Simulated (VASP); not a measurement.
Wanted: the native input for a VASP 6.6.1 run.

* Task: single point
* Functional: PBE
* Potentials or basis: VASP PAW PBE potentials, release 64 (Zn)
* Cutoff: 520 eV
* k mesh: 22 × 22 × 20
* Occupations: gaussian, width 0.1 eV
* Spin: no spin polarisation
* Dipole correction: no
* Further INCAR settings: ALGO = Fast; EDIFF = 1e-07; NBANDS = 12

The structure of Zn lies in POSCAR:

```
Zn
1.0
    2.6354735667      0.0000000000      0.0000000000
    0.0000000000      2.6354735667      0.0000000000
    0.0000000000      0.0000000000      2.6172736889
Zn
1
Direct
    0.0000000000      0.0000000000      0.0000000000
```

These files were run (other wordings do the same):

INCAR

```
SYSTEM = Zn
PREC = Accurate
ENCUT = 520
EDIFF = 1E-7
ISMEAR = 0
SIGMA = 0.1
LREAL = .FALSE.
LASPH = .TRUE.
NELM = 100
ALGO = Fast
ISIF = 2
LWAVE = .FALSE.
LCHARG = .FALSE.
GGA = PE
NBANDS = 12
```

KPOINTS

```
Automatic mesh
0
G
  22 22 20
  0 0 0
```

Potentials or basis: VASP PAW PBE potentials, release 64 (Zn).

Launch:

```sh
$ cat potpaw_PBE.64/Zn/POTCAR > POTCAR
$ mpirun -np 1 vasp_std > vasp.out
```

It gave:

```
Pressure               : 0.4 GPa
Band gap on the k mesh : zero (band 6 reaches 7.24 eV, above the bottom of band 7 at -0.99 eV)
```

Run time: 70 s on 1 thread of Intel(R) Xeon(R) Platinum 8488C (Sapphire Rapids), on a shared host, peak memory 0.27 GiB.
